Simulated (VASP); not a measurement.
# Sn (P6_3/mmc) in VASP: a series of runs

Runs on Sn. Level: LDA. Tasks: single point.

Everything below comes from runs of VASP 6.6.1. Logs are shortened: lines on timing, memory, paths and dates and some standing lists are left out, and cuts for length are marked.

## (1) The cell of the first run

Symmetry: P6_3/mmc, No. 194, hexagonal system. The conventional cell has a = 3.372 Å, b = 3.372 Å, c = 5.610 Å, α = 90.00°, β = 90.00°, γ = 120.00°. Within 4.4 Å of Sn (site symmetry -6m2) lie 12 Sn at 3.37 to 3.41 Å.

This isn't the form of Sn at room conditions, which is tetragonal (white tin).

## (2) Single point, LDA (27.62 Å³/atom)

INCAR

```
SYSTEM = Sn
  PREC = Accurate
  ENCUT = 520
  EDIFF = 1E-6
  ISMEAR = -1
  SIGMA = 0.1
  LREAL = .FALSE.
  LASPH = .TRUE.
  NELM = 60
  ALGO = Normal
  ISIF = 2
  LWAVE = .FALSE.
  LCHARG = .FALSE.
  NBANDS = 21
```

KPOINTS

```
regular mesh
0
G
  12 12 7
  0 0 0
```

POSCAR

```
Sn
1.0
    3.3718412846      0.0000000000      0.0000000000
   -1.6859206423      2.9201002100      0.0000000000
    0.0000000000      0.0000000000      5.6103584613
Sn
2
Direct
    0.3333333333      0.6666666667      0.2500000000
    0.6666666667      0.3333333333      0.7500000000
```

Potentials or basis: VASP PAW LDA potentials, release 64 (Sn_d).

On the command line:

```bash
cat potpaw_LDA.64/Sn_d/POTCAR > POTCAR
mpirun -np 1 vasp_std > vasp.out
```

OUTCAR:

```text
SYSTEM = Sn
   PREC = Accurate
   ENCUT = 520
   EDIFF = 1E-6
   ISMEAR = -1
   LREAL = .FALSE.
   LASPH = .TRUE.
   NELM = 60
   ISIF = 2

 ion  position               nearest neighbor table
   1  0.333  0.667  0.250-   2 3.41   2 3.41   2 3.41   2 3.41   2 3.41   2 3.41
   2  0.667  0.333  0.750-   1 3.41   1 3.41   1 3.41   1 3.41   1 3.41   1 3.41

  LATTYP: Found a hexagonal cell.
 ALAT       =     3.3718412846
 C/A-ratio  =     1.6638856897

  Lattice vectors:

 A1 = (   3.3718412846,   0.0000000000,   0.0000000000)
 A2 = (  -1.6859206423,   2.9201002100,   0.0000000000)
 A3 = (   0.0000000000,   0.0000000000,   5.6103584613)

Analysis of symmetry for initial positions (statically):
=====================================================================
 Subroutine PRICEL returns:
 Original cell was already a primitive cell.

 Routine SETGRP: Setting up the symmetry group for a
 hexagonal supercell.

 Subroutine GETGRP returns: Found 24 space group operations
 (whereof 12 operations were pure point group operations)
 out of a pool of 24 trial point group operations.

The static configuration has the point symmetry D_3d.
 The point group associated with its full space group is D_6h.

Analysis of symmetry for dynamics (positions and initial velocities):
=====================================================================
 Subroutine PRICEL returns:
 Original cell was already a primitive cell.

 Routine SETGRP: Setting up the symmetry group for a
 hexagonal supercell.

 Subroutine GETGRP returns: Found 24 space group operations
 (whereof 12 operations were pure point group operations)
 out of a pool of 24 trial point group operations.

The dynamic configuration has the point symmetry D_3d.
 The point group associated with its full space group is D_6h.

 Subroutine INISYM returns: Found 24 space group operations
 (whereof 12 operations are pure point group operations),
 and found     1 'primitive' translations

----------------------------------------------------------------------------------------

                                     Primitive cell

  volume of cell :      55.2402

  direct lattice vectors                    reciprocal lattice vectors
     3.371841285  0.000000000  0.000000000     0.296573864  0.171227000  0.000000000
    -1.685920642  2.920100210  0.000000000     0.000000000  0.342454001  0.000000000
     0.000000000  0.000000000  5.610358461     0.000000000  0.000000000  0.178241730

  length of vectors
     3.371841285  3.371841285  5.610358461     0.342454001  0.342454001  0.178241730

  position of ions in fractional coordinates (direct lattice)
     0.333333333  0.666666667  0.250000000
     0.666666667  0.333333333  0.750000000

  ion indices of the primitive-cell ions
   primitive index   ion index
                 1           1
                 2           2

----------------------------------------------------------------------------------------

 KPOINTS: regular mesh

Automatic generation of k-mesh.
 Grid dimensions read from file:
 generate k-points for:   12   12    7

 Generating k-lattice:

  Cartesian coordinates                     Fractional coordinates (reciprocal lattice)
     0.024714489  0.014268917  0.000000000     0.083333333  0.000000000  0.000000000
     0.000000000  0.028537833  0.000000000     0.000000000  0.083333333  0.000000000
     0.000000000  0.000000000  0.025463104     0.000000000  0.000000000  0.142857143

  Length of vectors
     0.028537833  0.028537833  0.025463104

  Shift w.r.t. Gamma in fractional coordinates (k-lattice)
     0.000000000  0.000000000  0.000000000

 Subroutine IBZKPT returns following result:
 ===========================================

 Found     76 irreducible k-points:

 Following reciprocal coordinates:
            Coordinates               Weight
  0.000000  0.000000  0.000000      1.000000
  0.083333  0.000000  0.000000      6.000000
  0.166667  0.000000  0.000000      6.000000
  0.250000  0.000000  0.000000      6.000000
  0.333333  0.000000  0.000000      6.000000
  0.416667 -0.000000  0.000000      6.000000
[... 16 lines left out ...]
  0.250000  0.000000  0.142857     12.000000
  0.333333  0.000000  0.142857     12.000000
 [... further k-points ...]
   k-points           NKPTS =     76   k-points in BZ     NKDIM =     76   number of bands    NBANDS=     21
   number of dos      NEDOS =    301   number of ions     NIONS =      2
   total plane-waves  NPLWV =  32928
   dimension x,y,z NGX =    28 NGY =   28 NGZ =   42
   dimension x,y,z NGXF=    56 NGYF=   56 NGZF=   84
   ions per type =               2
   NGX,Y,Z   is equivalent  to a cutoff of  13.81, 13.81, 12.45 a.u.
   NGXF,Y,Z  is equivalent  to a cutoff of  27.61, 27.61, 24.89 a.u.
 SYSTEM =  Sn
   PREC   = accura    normal or accurate (medium, high low for compatibility)
   ISTART =      0    job   : 0-new  1-cont  2-samecut
   ICHARG =      2    charge: 1-file 2-atom 10-const
   ISPIN  =      1    spin polarized calculation?
   LNONCOLLINEAR =      F non collinear calculations
   LSORBIT =      F    spin-orbit coupling
   LASPH  =      T    aspherical Exc in radial PAW
   ENCUT  =  520.0 eV  38.22 Ry    6.18 a.u.   6.27  6.27 10.43*2*pi/ulx,y,z
   NELM   =     60;   NELMIN=  2; NELMDL= -5     # of ELM steps
   EDIFF  = 0.1E-05   stopping-criterion for ELM
   LREAL  =      F    real-space projection
   EDIFFG = 0.1E-04   stopping-criterion for IOM
   NSW    =      0    number of steps for IOM
   IBRION =     -1    ionic relax: 0-MD 1-quasi-New 2-CG
   NFREE  =      0    steps in history (QN), initial steepest desc. (CG)
   ISIF   =      2    stress and relaxation
   ISYM   =      2    0-nonsym 1-usesym 2-fastsym
   POTIM  = 0.5000    time-step for ionic-motion
   TEBEG  =    0.0;   TEEND  =   0.0 temperature during run
   PSTRESS=    0.0 pullay stress
   NELECT =      28.0000    total number of electrons
   NUPDOWN=      -1.0000    fix difference up-down
   EMIN   =  10.00;   EMAX   =-10.00  energy-range for DOS
   EFERMI =   0.00;   METHOD = LEGACY
   ISMEAR =    -1;   SIGMA  =   0.10  broadening in eV -4-tet -1-fermi 0-gaus
   EFERMI_NEDOS =   21; number of points for ismear=-14 and -15
   IALGO  =     38    algorithm
   IMIX   =      4    mixing-type and parameters
     AMIX     =   0.40;   BMIX     =  1.00
     AMIX_MAG =   1.60;   BMIX_MAG =  1.00
  volume/ion in A,a.u.               =      27.62       186.39
  Fermi-wavevector in a.u.,A,eV,Ry     =   1.305296  2.466652 23.181575  1.703798
  Thomas-Fermi vector in A             =   2.436175
   LORBIT       =      0    0 simple, 1 ext, 2 COOP (PROOUT), +10 PAW based schemes
   GGA     = CA    functional components
   LHFCALC =     F    Hartree Fock is set to
   AEXX    =    0.0000 exact exchange contribution
   IVDW    =     0    specifies the selected vdW correction
   LEPSILON=     F    determine dielectric tensor
   LRPA    =     F    only Hartree local field effects (RPA)
 non-spin polarized calculation
  energy-cutoff  :      520.00
  volume of cell :       55.24
 maximum number of plane-waves:      1521
 NGX is ok and might be reduce to    28
   NGX = 13   NGY = 13   NGZ = 21

 number of electron      28.0000013 magnetization

 Free energy of the ion-electron system (eV)
  ---------------------------------------------------
  ext. energy  EPLUGINS =         0.00000000
  ---------------------------------------------------
  free energy    TOTEN  =        -8.84775425 eV

  energy without entropy =       -8.79890543  energy(sigma->0) =       -8.82332984

 E-fermi :   7.6163     XC(G=0): -10.5279

 val. band max:        7.6046641708   @ k =   0.1667   0.1667   0.1429
 cond. band min:       7.6429766795   @ k =   0.1667   0.1667   0.4286
 fundamental gap:      0.0383125087
 Fermi energy:         7.6162561807

 k-point     1 :       0.0000    0.0000    0.0000
  band No.  band energies     occupation
      1     -13.7951      2.00000
      2     -13.7883      2.00000
      3     -13.7787      2.00000
      4     -13.7787      2.00000
      5     -13.7692      2.00000
      6     -13.7692      2.00000
[... 13 lines left out ...]
     20      17.6178      0.00000
     21      19.4666      0.00000

 k-point     2 :       0.0833    0.0000    0.0000
  band No.  band energies     occupation
      1     -13.7970      2.00000
      2     -13.7868      2.00000
      3     -13.7741      2.00000
      4     -13.7692      2.00000
      5     -13.7646      2.00000
      6     -13.7599      2.00000
[... 13 lines left out ...]
     20      18.0247      0.00000
     21      19.0463      0.00000

 k-point     3 :       0.1667    0.0000    0.0000
  band No.  band energies     occupation
      1     -13.8107      2.00000
      2     -13.7764      2.00000
      3     -13.7705      2.00000
      4     -13.7483      2.00000
      5     -13.7435      2.00000
      6     -13.7433      2.00000
[... 13 lines left out ...]
     20      17.6650      0.00000
     21      18.7709      0.00000

 k-point     4 :       0.2500    0.0000    0.0000
  band No.  band energies     occupation
      1     -13.8290      2.00000
      2     -13.7797      2.00000
      3     -13.7659      2.00000
      4     -13.7539      2.00000
      5     -13.7507      2.00000
      6     -13.7081      2.00000
[... 13 lines left out ...]
     20      17.0576      0.00000
     21      18.5728      0.00000

 k-point     5 :       0.3333    0.0000    0.0000
  band No.  band energies     occupation
      1     -13.8463      2.00000
      2     -13.7864      2.00000
      3     -13.7849      2.00000
      4     -13.7637      2.00000
      5     -13.7283      2.00000
      6     -13.7047      2.00000
[... 13 lines left out ...]
     20      16.7228      0.00000
     21      18.2698      0.00000
[... 382 lines left out ...]
     20      17.9712      0.00000
     21      18.8668      0.00000

 k-point    22 :       0.1667    0.0000    0.1429
  band No.  band energies     occupation
      1     -13.8094      2.00000
      2     -13.7784      2.00000
      3     -13.7772      2.00000
      4     -13.7528      2.00000
      5     -13.7512      2.00000
      6     -13.7365      2.00000
[... 13 lines left out ...]
     20      17.5694      0.00000
     21      17.9470      0.00000

 k-point    23 :       0.2500    0.0000    0.1429
  band No.  band energies     occupation
      1     -13.8272      2.00000
      2     -13.7840      2.00000
      3     -13.7753      2.00000
      4     -13.7508      2.00000
      5     -13.7392      2.00000
      6     -13.7143      2.00000
[... 13 lines left out ...]
     20      16.4873      0.00000
     21      17.4136      0.00000

 k-point    24 :       0.3333    0.0000    0.1429
  band No.  band energies     occupation
      1     -13.8439      2.00000
      2     -13.7930      2.00000
      3     -13.7870      2.00000
      4     -13.7585      2.00000
      5     -13.7252      2.00000
      6     -13.7111      2.00000
[... 13 lines left out ...]
     20      16.1081      0.00000
     21      17.4425      0.00000

 [... further k-points ...]
[... 5 lines left out ...]
  --------------------------------------------------------------------------------------
  -------------------------------------------------------------------------------------
  Total       -1.1824529     -1.1824529     -1.5155120      0.0000000      0.0000000      0.0000000
  in kB      -34.2956430    -34.2956431    -43.9556261      0.0000000      0.0000000      0.0000000
  external PRESSURE =     -37.5156374 kB  Pullay stress =       0.0000000 kB

 VOLUME and BASIS-vectors are now :
 -----------------------------------------------------------------------------
  energy-cutoff  :      520.00
  volume of cell :       55.24
      direct lattice vectors                 reciprocal lattice vectors
     3.371841285  0.000000000  0.000000000     0.296573864  0.171227000  0.000000000
    -1.685920642  2.920100210  0.000000000     0.000000000  0.342454001  0.000000000
     0.000000000  0.000000000  5.610358461     0.000000000  0.000000000  0.178241730

 POSITION                                       TOTAL-FORCE (eV/Angst)
 -----------------------------------------------------------------------------------
     -0.00000      1.94673      1.40259         0.000000     -0.000000      0.000000
      1.68592      0.97337      4.20777        -0.000000      0.000000      0.000000
 -----------------------------------------------------------------------------------
    total drift:                               -0.000000      0.000000      0.000000

  FREE ENERGIE OF THE ION-ELECTRON SYSTEM (eV)
  ---------------------------------------------------
  free  energy   TOTEN  =        -8.8477542483 eV

  energy  without entropy=       -8.7989054309  energy(sigma->0) =       -8.82332984
```

Run time: 2 min. Hardware: 1 thread of Intel Xeon 8259CL, shared host; peak memory 0.2 GiB.

What came out:

- Free energy: -8.8478 eV
- Pressure: -3.8 GPa
- Band gap on the k mesh: zero (bands 14 and 15 overlap by 8.02 eV)

Stress tensor (GPa, compression positive):
```
-3.43  0.00  0.00
 0.00 -3.43  0.00
 0.00  0.00 -4.40
```

Caveat: the cell stands under tension; spin-orbit coupling is left out, which moves the levels of the heavy elements.

## (3) Single point, LDA (28.64 Å³/atom)

This run uses another cell than the first one, of 28.64 Å³/atom.

INCAR

```
PREC = Accurate ; ENCUT = 520
EDIFF = 1E-6 ; ISMEAR = -1
SIGMA = 0.1 ; LREAL = F
LASPH = T ; NELM = 60
ALGO = Normal ; ISIF = 2
LWAVE = F ; LCHARG = F
NBANDS = 21
```

KPOINTS

```
regular mesh
0
Gamma
  12 12 7
```

POSCAR

```
Sn
1.0
    3.4129653532      0.0000000000      0.0000000000
   -1.7064826766      2.9557146981      0.0000000000
    0.0000000000      0.0000000000      5.6787842107
Sn
2
Direct
    0.3333333333      0.6666666667      0.2500000000
    0.6666666667      0.3333333333      0.7500000000
```

Potentials or basis: VASP PAW LDA potentials, release 64 (Sn_d).

On the command line:

```bash
cat potpaw_LDA.64/Sn_d/POTCAR > POTCAR
mpirun -np 1 vasp_std > vasp.out
```

It took 1.9 min on 1 thread of Intel Xeon 8259CL, shared host; peak memory 0.2 GiB.

It converged, with:

```yaml
Free_energy: -8.7922 eV
Pressure: -5.1 GPa
Band_gap_on_the_k_mesh: zero (bands 14 and 15 overlap by 7.69 eV)
```

Stress tensor (GPa, compression positive):
```
-4.82  0.00  0.00
 0.00 -4.82  0.00
 0.00  0.00 -5.54
```

Levels at points of the mesh, in eV from the Fermi level:
```tsv
k point	band 11	band 12	band 13	band 14	band 15	band 16	band 17	band 18
(0.00, 0.00, 0.00)	-10.73	-6.90	-4.31	5.60	5.60	7.00	7.19	7.19
(0.50, 0.00, 0.00)	-6.92	-5.78	-2.49	-1.51	-0.65	1.34	2.16	5.44
```

Caveat: the cell stands under tension; spin-orbit coupling is left out, which moves the levels of the heavy elements.

## (4) Single point, LDA

This run uses another cell than the first one, of 25.57 Å³/atom.

INCAR

```
PREC = Accurate
ENCUT = 520
EDIFF = 1E-7
ISMEAR = -1
SIGMA = 0.1
LREAL = False
LASPH = True
NELM = 60
ALGO = Normal
ISIF = 2
LWAVE = False
LCHARG = True
GGA = CA
LELF = True
LVHAR = True
NBANDS = 21
```

KPOINTS

```
Automatic mesh
0
Gamma
  18 18 10
```

POSCAR

```
Sn
1.0
    3.2864412422      0.0000000000      0.0000000000
   -1.6432206211      2.8461416038      0.0000000000
    0.0000000000      0.0000000000      5.4682625529
Sn
2
Direct
    0.3333333333      0.6666666667      0.2500000000
    0.6666666667      0.3333333333      0.7500000000
```

On the command line:

```bash
cat potpaw_LDA.64/Sn_d/POTCAR > POTCAR
mpirun -np 1 vasp_std > vasp.out
```

Run time: 3 min. Hardware: 1 thread of Intel Xeon 8259CL, shared host; peak memory 0.29 GiB.

The run converged. Its results:

```
Free energy            : -8.9143 eV
Pressure               : 0.1 GPa
Band gap on the k mesh : zero (bands 14 and 15 overlap by 8.82 eV)
```

Stress tensor (GPa, compression positive):
```
0.00 0.00 0.00
0.00 0.00 0.00
0.00 0.00 0.19
```

Levels at points of the mesh, in eV from the Fermi level:
```tsv
k point	band 10	band 11	band 12	band 13	band 14	band 15	band 16	band 17	band 18	band 19
(0.00, 0.00, 0.00)	-21.28	-11.57	-7.11	-4.94	6.26	6.26	7.89	8.07	8.07	10.06
(0.50, 0.00, 0.00)	-21.26	-7.21	-6.11	-2.44	-1.67	-0.85	1.27	2.30	6.07	6.08
(0.00, 0.00, 0.50)	-21.32	-10.25	-10.25	0.81	0.81	7.19	7.19	7.19	7.19	10.38
(0.50, 0.00, 0.50)	-21.26	-6.09	-6.09	-4.30	-4.30	3.69	3.69	3.88	3.88	7.26
```

Caveat: spin-orbit coupling is left out, which moves the levels of the heavy elements.

## (5) Overview

```tsv
cell	k mesh	gap on the mesh (eV)	pressure (GPa)
a = 3.372, b = 3.372, c = 5.610 Å, angles 90.0, 90.0, 120.0°, 2 atoms	12 × 12 × 7	none	-3.8
a = 3.413, b = 3.413, c = 5.679 Å, angles 90.0, 90.0, 120.0°, 2 atoms	12 × 12 × 7	none	-5.1
a = 3.286, b = 3.286, c = 5.468 Å, angles 90.0, 90.0, 120.0°, 2 atoms	18 × 18 × 10	none	0.1
```

Alike in all rows: task single point; level LDA; potentials or basis VASP PAW LDA potentials, release 64 (Sn_d); no spin polarisation; cutoff (eV) 520; smearing fermi-dirac 0.1 eV.

Caveats: spin-orbit coupling is left out, which moves the levels of the heavy elements; the cell stands under tension (at least some runs).

Total energies depend on the potentials used, so only differences within one code and one set of settings carry meaning.

The gap in the log of VASP goes by the Fermi energy; the results here count the filled bands.